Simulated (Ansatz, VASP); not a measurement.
## Two plane-wave programs on Al2Cu

```xyz
6
Lattice="-3.0265 3.0265 2.4138 3.0265 -3.0265 2.4138 3.0265 3.0265 -2.4138" Properties=species:S:1:pos:R:3 pbc="T T T"
Al    3.9908    0.9644    0.0000
Al    2.0621    0.9644    2.4138
Al   -0.9644    2.0621    2.4138
Al    0.9644    2.0621    0.0000
Cu    0.0000    0.0000    3.6207
Cu    0.0000    0.0000    1.2069
```

Alike in both runs: task single point; functional PBEsol; k mesh 10 × 10 × 10; occupations gaussian, width 0.15 eV; no spin polarisation.

|  | VASP | Ansatz |
| --- | --- | --- |
| version | VASP 6.6.1 | Ansatz 0.2.0 |
| potentials or method | VASP PAW PBE potentials, release 64 (Al, Cu), cutoff 520 eV | scalar-relativistic, plane waves, PAW |
| valence electrons in the cell | 34 | 50 |

```csv
,VASP,Ansatz,Ansatz less VASP
gap on the k mesh at the Fermi level (eV),none,none,-
pressure (GPa),-1.8,-2.1,-0.22
"traceless stress, the component that is largest in VASP (GPa)",0.84,0.82,-0.028
rms of the force components (eV/Å),0.008,0.007,-0.0010
```

VASP's potentials were made for PBE, not for PBEsol, and Ansatz warns of the same on its side. Atom by atom the forces differ by 0.001 eV/Å (rms over components). A gap of «none» marks a metal or a gap that the smearing closes. VASP's potentials hold 34 valence electrons a cell and Ansatz's 50, so a difference there can come from the potentials and not from the codes.
